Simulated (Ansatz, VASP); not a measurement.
GaAs2: VASP beside Ansatz

```
Ga As
1.0
     5.49139    0.00000    0.00000
     0.00000    5.49139    0.00000
     0.00000    0.00000    5.49139
Ga As
2 4
Direct
  0.00000 0.00000 0.00000
  0.50000 0.50000 0.50000
  0.25000 0.25000 0.25000
  0.75000 0.75000 0.25000
  0.75000 0.25000 0.75000
  0.25000 0.75000 0.75000
```

Alike in both runs: functional PBE; k mesh 3 × 3 × 3; occupations gaussian, width 0.2 eV; no spin polarisation.

Ansatz relaxed the structure, and its values are those at the end. VASP's run is a single point on that final structure, the one shown.

|  | VASP | Ansatz |
| --- | --- | --- |
| version | VASP 6.6.1 | Ansatz 0.2.0 |
| potentials or method | VASP PAW PBE potentials, release 64 (Ga_d, As), cutoff 500 eV | scalar-relativistic, plane waves, PAW |
| valence electrons in the cell | 46 | 86 |

```csv
,VASP,Ansatz,Ansatz less VASP
gap on the k mesh at the Fermi level (eV),none,none,-
pressure (GPa),0.5,0.5,-0.07
```

A gap of «none» marks a metal or a gap that the smearing closes. VASP's potentials hold 46 valence electrons a cell and Ansatz's 86, so a difference there can come from the potentials and not from the codes.

The k mesh is coarse, so the values compare programs but aren't converged.
